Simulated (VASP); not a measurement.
YIn, 2 atoms in the cell. Symmetry: Pm-3m, No. 221, cubic system. Conventional cell: a = 3.537 Å, b = 3.537 Å, c = 3.537 Å, α = 90.00°, β = 90.00°, γ = 90.00°. Within 4.0 Å of Y (site symmetry m-3m) lie 8 In at 3.06 Å and 6 Y at 3.54 Å. Within 4.0 Å of In (site symmetry m-3m) lie 8 Y at 3.06 Å and 6 In at 3.54 Å. 

| Quantity | Value |
| --- | --- |
| Program | VASP 6.6.1 |
| Task | electric field gradients |
| Functional | r2SCAN |
| Potentials or basis | VASP PAW PBE potentials, release 64 (Y_sv, In_d) |
| Cutoff | 520 eV |
| k mesh | 10 × 10 × 10 |
| Occupations | fermi-dirac, width 0.05 eV |
| Spin | no spin polarisation |
| Dipole correction | no |
| Further INCAR settings | ALGO = Normal; EDIFF = 1e-08; NBANDS = 19 |

Potentials or basis: VASP PAW PBE potentials, release 64 (Y_sv, In_d).

Launch:

```console
$ cat potpaw_PBE.64/Y_sv/POTCAR potpaw_PBE.64/In_d/POTCAR > POTCAR
$ cp INCAR.step1 INCAR
$ mpirun -np 1 vasp_std > vasp.out
$ cp INCAR.step2 INCAR
$ mpirun -np 1 vasp_std > vasp.out
```

Hardware: 1 thread of Intel(R) Xeon(R) Platinum 8488C (Sapphire Rapids) (shared host).

Problem. Estimate the wall time of this run.

Solution. It took 2.1 min on 1 thread of Intel(R) Xeon(R) Platinum 8488C (Sapphire Rapids), on a shared host, peak memory 0.21 GiB. Counts: k points 56.
